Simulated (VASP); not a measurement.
# Mg5O (P6_3/mmc) in VASP: notebook, part 3 of 3

VASP 6.6.1. The steps go on from the part before.

### Step 5. Single point, PBE

The input, INCAR:

```
SYSTEM = Mg5O
PREC = Accurate ; ENCUT = 520
EDIFF = 1E-6 ; ISMEAR = 0
SIGMA = 0.1 ; LREAL = .False.
LASPH = .True. ; NELM = 80
ALGO = Normal ; ISIF = 2
LWAVE = .False. ; LCHARG = .False.
GGA = PE ; NBANDS = 28
```

The input, KPOINTS:

```
Automatic mesh
0
Gamma
  12 12 2
  0 0 0
```

The input, POSCAR:

```
Mg5O
1.0
    3.1475531344      0.0000000000      0.0000000000
   -1.5737765672      2.7258609741      0.0000000000
    0.0000000000      0.0000000000     25.5869513975
Mg O
10 2
Direct
    0.3333333333      0.6666666667      0.4517662637
    0.6666666667      0.3333333333      0.5482337363
    0.3333333333      0.6666666667      0.6492908836
    0.6666666667      0.3333333333      0.7500000000
    0.3333333333      0.6666666667      0.0482337363
    0.6666666667      0.3333333333      0.9517662637
    0.3333333333      0.6666666667      0.8507091164
    0.6666666667      0.3333333333      0.3507091164
    0.3333333333      0.6666666667      0.2500000000
    0.6666666667      0.3333333333      0.1492908836
    0.0000000000      0.0000000000      0.5000000000
    0.0000000000      0.0000000000      0.0000000000
```

Potentials or basis: VASP PAW PBE potentials, release 64 (Mg, O).

Started as:

```
cat potpaw_PBE.64/Mg/POTCAR potpaw_PBE.64/O/POTCAR > POTCAR
mpirun -np 1 vasp_std > vasp.out
```

OUTCAR:

```text
SYSTEM = Mg5O
   PREC = Accurate
   ENCUT = 520
   EDIFF = 1E-6
   ISMEAR = 0
   LREAL = .False.
   LASPH = .True.
   NELM = 80
   ISIF = 2
   GGA = PE

 ion  position               nearest neighbor table
   1  0.333  0.667  0.452-  11 2.20  11 2.20  11 2.20   2 3.07   2 3.07   2 3.07   8 3.16   8 3.16
                             8 3.16
   2  0.667  0.333  0.548-  11 2.20  11 2.20  11 2.20   1 3.07   1 3.07   1 3.07   3 3.16   3 3.16
                             3 3.16
   3  0.333  0.667  0.649-   4 3.15   4 3.15   4 3.15   2 3.16   2 3.16   2 3.16
   4  0.667  0.333  0.750-   3 3.15   7 3.15   3 3.15   7 3.15   3 3.15   7 3.15
   5  0.333  0.667  0.048-  12 2.20  12 2.20  12 2.20   6 3.07   6 3.07   6 3.07  10 3.16  10 3.16
                            10 3.16
   6  0.667  0.333  0.952-  12 2.20  12 2.20  12 2.20   5 3.07   5 3.07   5 3.07   7 3.16   7 3.16
                             7 3.16
   7  0.333  0.667  0.851-   4 3.15   4 3.15   4 3.15   6 3.16   6 3.16   6 3.16
   8  0.667  0.333  0.351-   9 3.15   9 3.15   9 3.15   1 3.16   1 3.16   1 3.16
   9  0.333  0.667  0.250-   8 3.15  10 3.15   8 3.15  10 3.15   8 3.15  10 3.15
  10  0.667  0.333  0.149-   9 3.15   9 3.15   9 3.15   5 3.16   5 3.16   5 3.16
  11  0.000  0.000  0.500-   1 2.20   2 2.20   1 2.20   2 2.20   2 2.20   1 2.20
  12  0.000  0.000  0.000-   5 2.20   6 2.20   5 2.20   6 2.20   6 2.20   5 2.20

  LATTYP: Found a hexagonal cell.
 ALAT       =     3.1475531344
 C/A-ratio  =     8.1291563017

  Lattice vectors:

 A1 = (   3.1475531344,   0.0000000000,   0.0000000000)
 A2 = (  -1.5737765672,   2.7258609741,   0.0000000000)
 A3 = (   0.0000000000,   0.0000000000,  25.5869513975)

Analysis of symmetry for initial positions (statically):
=====================================================================
 Subroutine PRICEL returns:
 Original cell was already a primitive cell.

 Routine SETGRP: Setting up the symmetry group for a
 hexagonal supercell.

 Subroutine GETGRP returns: Found 24 space group operations
 (whereof 12 operations were pure point group operations)
 out of a pool of 24 trial point group operations.

[... 164 lines left out ...]
   IVDW    =     0    specifies the selected vdW correction
   LEPSILON=     F    determine dielectric tensor
   LRPA    =     F    only Hartree local field effects (RPA)
 non-spin polarized calculation
 Gauss-broadening in eV      SIGMA  =   0.10
  energy-cutoff  :      520.00
  volume of cell :      219.53
 maximum number of plane-waves:      5948
 NGX is ok and might be reduce to    24
   NGX = 11   NGY = 11   NGZ = 95

 number of electron      31.9999981 magnetization

 Free energy of the ion-electron system (eV)
  ---------------------------------------------------
  ext. energy  EPLUGINS =         0.00000000
  ---------------------------------------------------
  free energy    TOTEN  =       -34.27507133 eV

  energy without entropy =      -34.26118615  energy(sigma->0) =      -34.26812874

 E-fermi :   3.5097     XC(G=0):  -8.9759

 val. band max:        3.4968899997   @ k =   0.3333   0.3333   0.5000
 cond. band min:       3.5493070251   @ k =   0.5000  -0.0000   0.0000
 fundamental gap:      0.0524170253
 Fermi energy:         3.5096959012

 k-point     1 :       0.0000    0.0000    0.0000
  band No.  band energies     occupation
      1     -16.5088      2.00000
      2     -16.5087      2.00000
      3      -3.8848      2.00000
      4      -3.8043      2.00000
      5      -3.3414      2.00000
      6      -2.9719      2.00000
[... 733 lines left out ...]
     27       8.4596      0.00000
     28       8.4596      0.00000

 [... further k-points ...]
[... 5 lines left out ...]
  --------------------------------------------------------------------------------------
  -------------------------------------------------------------------------------------
  Total       -0.3273985     -0.3273985     -0.3336648      0.0000000      0.0000000      0.0000000
  in kB       -2.3894170     -2.3894170     -2.4351498      0.0000000      0.0000000      0.0000000
  external PRESSURE =      -2.4046612 kB  Pullay stress =       0.0000000 kB

 VOLUME and BASIS-vectors are now :
 -----------------------------------------------------------------------------
  energy-cutoff  :      520.00
  volume of cell :      219.53
      direct lattice vectors                 reciprocal lattice vectors
     3.147553134  0.000000000  0.000000000     0.317707107  0.183428284  0.000000000
    -1.573776567  2.725860974  0.000000000     0.000000000  0.366856567  0.000000000
     0.000000000  0.000000000 25.586951397     0.000000000  0.000000000  0.039082421

 POSITION                                       TOTAL-FORCE (eV/Angst)
 -----------------------------------------------------------------------------------
     -0.00000      1.81724     11.55932        -0.000000      0.000000      0.017418
      1.57378      0.90862     14.02763        -0.000000     -0.000000     -0.017418
     -0.00000      1.81724     16.61337        -0.000000      0.000000     -0.001041
      1.57378      0.90862     19.19021         0.000000     -0.000000      0.000000
     -0.00000      1.81724      1.23415         0.000000      0.000000     -0.017418
      1.57378      0.90862     24.35280        -0.000000      0.000000      0.017418
     -0.00000      1.81724     21.76705        -0.000000      0.000000      0.001041
      1.57378      0.90862      8.97358         0.000000     -0.000000      0.001041
     -0.00000      1.81724      6.39674         0.000000      0.000000      0.000000
      1.57378      0.90862      3.81990         0.000000     -0.000000     -0.001041
      0.00000      0.00000     12.79348         0.000000      0.000000      0.000000
      0.00000      0.00000      0.00000         0.000000      0.000000      0.000000
 -----------------------------------------------------------------------------------
    total drift:                               -0.000000      0.000000      0.000000

  FREE ENERGIE OF THE ION-ELECTRON SYSTEM (eV)
  ---------------------------------------------------
  free  energy   TOTEN  =       -34.2750713331 eV

  energy  without entropy=      -34.2611861498  energy(sigma->0) =      -34.26812874
```

It took 3.7 min on 1 thread of Intel Xeon Platinum 8124M at 3.00GHz (Skylake/Cascade Lake), shared host; peak memory 0.44 GiB.

What came out:

```
Free energy            : -34.2751 eV
Pressure               : -0.2 GPa
Largest force          : 0.017 eV/Å
Band gap on the k mesh : zero (band 16 reaches 3.91 eV, above the bottom of band 17 at 2.35 eV)
```

Forces in eV/Å, atoms in the order of the input:
```
Mg   0.000  0.000  0.017
Mg   0.000  0.000 -0.017
Mg   0.000  0.000 -0.001
Mg   0.000  0.000  0.000
Mg   0.000  0.000 -0.017
Mg   0.000  0.000  0.017
Mg   0.000  0.000  0.001
Mg   0.000  0.000  0.001
Mg   0.000  0.000  0.000
Mg   0.000  0.000 -0.001
O    0.000  0.000  0.000
O    0.000  0.000  0.000
```

### Step 6. The runs side by side

| task | cell | k mesh | cutoff (eV) | smearing | gap on the mesh (eV) | pressure (GPa) | relaxed volume (Å³/atom) | largest force (eV/Å) |
| --- | --- | --- | --- | --- | --- | --- | --- | --- |
| single point | a = 3.150, b = 3.150, c = 25.591 Å, angles 90.0, 90.0, 120.0°, 12 atoms | 6 × 6 × 1 | 520 | gaussian 0.2 eV | none | -0.1 | - | 0.01 |
| relaxation of cell and atoms | relaxed from a = 3.150, b = 3.150, c = 22.400 Å, angles 90.0, 90.0, 120.0°, 12 atoms | 6 × 6 × 1 | 600 | gaussian 0.2 eV | none | -0.1 | 18.32 | 0.07 |
| relaxation of cell and atoms | relaxed from a = 3.150, b = 3.150, c = 25.591 Å, angles 90.0, 90.0, 120.0°, 12 atoms | 12 × 12 × 2 | 600 | gaussian 0.1 eV | none | 0.0 | 18.20 | 0.01 |
| single point | a = 3.148, b = 3.148, c = 25.587 Å, angles 90.0, 90.0, 120.0°, 12 atoms | 12 × 12 × 2 | 520 | gaussian 0.1 eV | none | -0.2 | - | 0.02 |

Alike in all rows: level PBE; potentials or basis VASP PAW PBE potentials, release 64 (Mg, O); no spin polarisation.

Caveats: some runs use coarse meshes; the relaxation stopped at a loose force limit of 0.08 eV/Å, so its end isn't a converged minimum (some runs).

Total energies depend on the potentials used, so only differences within one code and one set of settings carry meaning.
